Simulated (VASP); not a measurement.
Wanted: the native input for a VASP 6.6.1 run.

```
Task                   : single point
Functional             : r2SCAN
Potentials or basis    : VASP PAW PBE potentials, release 64 (Sn_d)
Cutoff                 : 520 eV
k mesh                 : 12 × 12 × 12
Occupations            : methfessel-paxton, width 0.05 eV
Spin                   : no spin polarisation
Dipole correction      : no
Further INCAR settings : ALGO = Normal; EDIFF = 1e-06; NBANDS = 21
```

Sn:

```xyz
2
Lattice="0.0000 3.2832 3.2832 3.2832 0.0000 3.2832 3.2832 3.2832 0.0000" Properties=species:S:1:pos:R:3 pbc="T T T"
Sn    6.5663    6.5663    6.5663
Sn    1.6416    1.6416    1.6416
```

This isn't the form of Sn at room conditions, which is tetragonal (white tin).

These files were run (other wordings do the same):

POSCAR

```
Sn
1.0
    0.0000000000      3.2831505626      3.2831505626
    3.2831505626      0.0000000000      3.2831505626
    3.2831505626      3.2831505626      0.0000000000
Sn
2
Direct
    1.0000000000      1.0000000000      1.0000000000
    0.2500000000      0.2500000000      0.2500000000
```

INCAR.step1

```
PREC = Accurate
ENCUT = 520
ISMEAR = 1
SIGMA = 0.05
LREAL = False
LASPH = True
NELM = 100
NBANDS = 21
GGA = PE
ALGO = Normal
EDIFF = 1E-4
LWAVE = True
LCHARG = False
```

INCAR.step2

```
PREC = Accurate
ENCUT = 520
EDIFF = 1E-6
ISMEAR = 1
SIGMA = 0.05
LREAL = False
LASPH = True
NELM = 100
ALGO = Normal
ISIF = 2
LWAVE = False
LCHARG = False
METAGGA = R2SCAN
LMIXTAU = True
NBANDS = 21
ISTART = 1
```

KPOINTS

```
regular mesh
0
Gamma
  12 12 12
```

Potentials or basis: VASP PAW PBE potentials, release 64 (Sn_d).

Launch:

```sh
$ cat potpaw_PBE.64/Sn_d/POTCAR > POTCAR
$ cp INCAR.step1 INCAR
$ mpirun -np 1 vasp_std > vasp.out
$ cp INCAR.step2 INCAR
$ mpirun -np 1 vasp_std > vasp.out
```

It gave:

The pressure is -0.1 GPa. The band gap on the k mesh is zero (filled and empty bands touch).

Caveat: the PAW data sets were made with another functional, which shifts forces and pressure a little; spin-orbit coupling is left out, which moves the levels of the heavy elements.

Wall time 5.2 min on 1 thread of Intel Xeon 8259CL (shared host), peak memory 0.27 GiB.
